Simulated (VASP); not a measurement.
**GaO4: single point with PBE**

The system is GaO4.

```
Ga O
1.0
     3.97129    0.00000    0.00000
     0.00000    3.97129    0.00000
     0.00000    0.00000    3.97129
Ga O
1 4
Direct
  0.00000 0.00000 0.00000
  0.50000 0.50000 0.50000
  0.50000 0.00000 0.00000
  0.00000 0.50000 0.00000
  0.00000 0.00000 0.50000
```

The cell was generated, and may not be a known phase.

```json
{
 "Program": "VASP 6.6.1",
 "Task": "single point",
 "Functional": "PBE",
 "Potentials or basis": "VASP PAW PBE potentials, release 64 (Ga_d, O)",
 "Cutoff": "520 eV",
 "k mesh": "4 × 4 × 4",
 "Occupations": "gaussian, width 0.1 eV",
 "Spin": "collinear spin, ferromagnetic start",
 "Starting moments": "[0.0, 1.0, 1.0, 1.0, 1.0] μB",
 "Dipole correction": "no",
 "Further INCAR settings": "ALGO = Normal; EDIFF = 1e-06; NBANDS = 30"
}
```

```json
{"Pressure": "-5.1 GPa", "Band gap on the k mesh": "zero (filled and empty bands overlap)", "Net moment": "5.00 μB per cell", "Site moments": "Ga -0.07; O +1.65, +0.86 (each value once) μB", "Valence electrons inside the program's atomic spheres": "Ga 11.55; O 4.53, 4.81 (each value once)"}
```

Levels at points of the mesh, in eV from the Fermi level:
Spin up:
```csv
k point,band 19,band 20,band 21,band 22,band 23,band 24
"(0.00, 0.00, 0.00)",-1.29,-1.29,-1.29,2.84,10.06,13.13
"(0.50, 0.00, 0.00)",-1.77,-1.74,-1.74,6.02,10.52,12.89
"(0.50, 0.50, 0.00)",-1.73,-1.21,-1.17,8.20,10.42,10.42
"(0.50, 0.50, 0.50)",-1.16,-1.16,-1.16,9.43,9.43,9.43
```
Spin down:
```csv
k point,band 13,band 14,band 15,band 16,band 17,band 18
"(0.00, 0.00, 0.00)",-0.66,-0.66,-0.66,0.14,0.14,0.14
"(0.50, 0.00, 0.00)",-1.00,-0.93,-0.93,-0.13,-0.02,0.13
"(0.50, 0.50, 0.00)",-1.50,-1.50,-0.43,-0.26,-0.26,0.13
"(0.50, 0.50, 0.50)",-2.51,-0.42,-0.42,1.04,1.04,1.04
```

It took 22 s on 1 thread of Intel(R) Xeon(R) 6975P-C (Granite Rapids), on a shared host, peak memory 0.19 GiB.

Caveat: the k points lie up to 0.40 Å⁻¹ apart, too coarse for converged energies and pressures of a metal.
